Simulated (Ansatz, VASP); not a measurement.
## Two plane-wave programs on SnBr4Cl

```xyz
6
Lattice="4.5123 0.0000 0.0000 0.0000 4.5123 0.0000 0.0000 0.0000 12.4355" Properties=species:S:1:pos:R:3 pbc="T T T"
Sn    2.2561    2.2561    8.2494
Br    2.2561    2.2561    2.3955
Br    0.0000    0.0000    8.0696
Br    2.2561    2.2561   10.7592
Br    0.0000    0.0000    2.8261
Cl    0.0000    0.0000    5.0066
```

Change from the starting cell: species swapped into the Ta4SeS type (P4mm, No. 99).

Alike in both runs: functional PBE; k mesh 8 × 8 × 4; occupations gaussian, width 0.1 eV; no spin polarisation.

Ansatz relaxed the structure, and its values are those at the end. VASP's run is a single point on that final structure, the one shown.

```csv
,VASP,Ansatz
version,VASP 6.6.1,Ansatz 0.2.0
potentials or method,"VASP PAW PBE potentials, release 64 (Sn_d, Br, Cl), cutoff 520 eV","scalar-relativistic, plane waves, PAW"
valence electrons in the cell,49,49
```

|  | VASP | Ansatz | Ansatz less VASP |
| --- | --- | --- | --- |
| gap on the k mesh at the Fermi level (eV) | none | none | - |
| pressure (GPa) | 0.0 | 0.0 | +0.03 |
| rms of the force components (eV/Å) | 0.015 | 0.003 | -0.0125 |

A gap of «none» marks a metal or a gap that the smearing closes.
